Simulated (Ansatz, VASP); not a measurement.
## BN in VASP and in Ansatz

Contents of POSCAR:

```
BN
1.0
    0.0000000000      1.7858059850      1.7858059850
    1.7858059850      0.0000000000      1.7858059850
    1.7858059850      1.7858059850      0.0000000000
B N
1 1
Direct
    0.0000000000      0.0000000000      0.0000000000
    0.7500000000      0.7500000000      0.7500000000
```

INCAR.step1

```
SYSTEM = BN
ALGO = Normal
EDIFF = 1E-5
ENCUT = 1460
GGA = PE
GGA_COMPAT = .FALSE.
ISMEAR = 0
LASPH = .TRUE.
LCHARG = .FALSE.
LREAL = .FALSE.
LWAVE = .TRUE.
NBANDS = 11
NELM = 120
PREC = Accurate
SIGMA = 0.05
```

Contents of INCAR.step2:

```
SYSTEM = BN
ALGO = Normal
EDIFF = 1E-6
ENCUT = 1460
GGA_COMPAT = .FALSE.
ISIF = 2
ISMEAR = 0
ISTART = 1
LASPH = .TRUE.
LCHARG = .FALSE.
LMIXTAU = .TRUE.
LREAL = .FALSE.
LWAVE = .FALSE.
METAGGA = R2SCAN
NBANDS = 11
NELM = 120
PREC = Accurate
SIGMA = 0.05
```

The input KPOINTS:

```
k-points
0
G
  12 12 12
  0 0 0
```

Input for Ansatz:

```yaml
crystal:
  lattice:
    - [0.0, 1.785805985, 1.785805985]
    - [1.785805985, 0.0, 1.785805985]
    - [1.785805985, 1.785805985, 0.0]
  atoms:
    - { symbol: B, position: [0.0, 0.0, 0.0] }
    - { symbol: "N", position: [0.75, 0.75, 0.75] }
basis:
  ecutwfc: 500
kpoints:
  mp_grid: { grid: [12, 12, 12] }
hamiltonian:
  xc: r2scan
scf:
  occupations: { method: gaussian, width: 0.05 }
output:
  forces: true
  stress: true
  eigenvalues: true
```

Change from the starting cell: strain -0.015 along x and y, -0.015 along z, atoms carried along.

Alike in both runs: task single point; functional r2SCAN; k mesh 12 × 12 × 12; occupations gaussian, width 0.05 eV; no spin polarisation.

|  | VASP | Ansatz |
| --- | --- | --- |
| version | VASP 6.6.1 | Ansatz 0.2.0 |
| potentials or method | VASP PAW PBE potentials, release 64 (B_h, N_h), cutoff 1460 eV | scalar-relativistic, plane waves, PAW |
| valence electrons in the cell | 8 | 8 |

```tsv
	VASP	Ansatz	Ansatz less VASP
gap on the k mesh at the Fermi level (eV)	5.04	5.04	+0.005
least direct gap on the mesh (eV)	9.73	9.75	+0.016
pressure (GPa)	12.7	13.2	+0.52
```

VASP's potentials were made for PBE, not for r2SCAN. With one functional, cell and mesh, what is left measures potentials, basis and numerics.
